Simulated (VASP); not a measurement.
A run of VASP 6.6.1:

The input INCAR:

```
ALGO = Normal ; EDIFF = 1E-6
EDIFFG = -0.005 ; ENCUT = 600
GGA = PE ; IBRION = 2
ISIF = 3 ; ISMEAR = 0
IVDW = 12 ; LASPH = True
LCHARG = False ; LREAL = False
LWAVE = False ; NELM = 80
NSW = 100 ; PREC = Accurate
SIGMA = 0.1
```

File KPOINTS:

```
k-points
0
Gamma
  10 10 10
```

File POSCAR:

```
GaSb3
1.0
    0.0000000000      3.7305950000      3.7305950000
    3.7305950000      0.0000000000      3.7305950000
    3.7305950000      3.7305950000      0.0000000000
Ga Sb
1 3
Direct
    0.0000000000      0.0000000000      0.0000000000
    0.2500000000      0.2500000000      0.2500000000
    0.7500000000      0.7500000000      0.7500000000
    0.5000000000      0.5000000000      0.5000000000
```

Potentials or basis: VASP PAW PBE potentials, release 64 (Ga_d, Sb).

The run is started by

```bash
$ cat potpaw_PBE.64/Ga_d/POTCAR potpaw_PBE.64/Sb/POTCAR > POTCAR
$ mpirun -np 1 vasp_std > vasp.out
```

Hardware: 1 thread of Intel(R) Xeon(R) 6975P-C (Granite Rapids), with other jobs on the host.

Q: How long does it take, and how much memory?

A: It took 2 min on 1 thread of Intel(R) Xeon(R) 6975P-C (Granite Rapids) (shared host), peak memory 0.34 GiB. Counts: scf iterations 26, k points 47, ion steps 3.
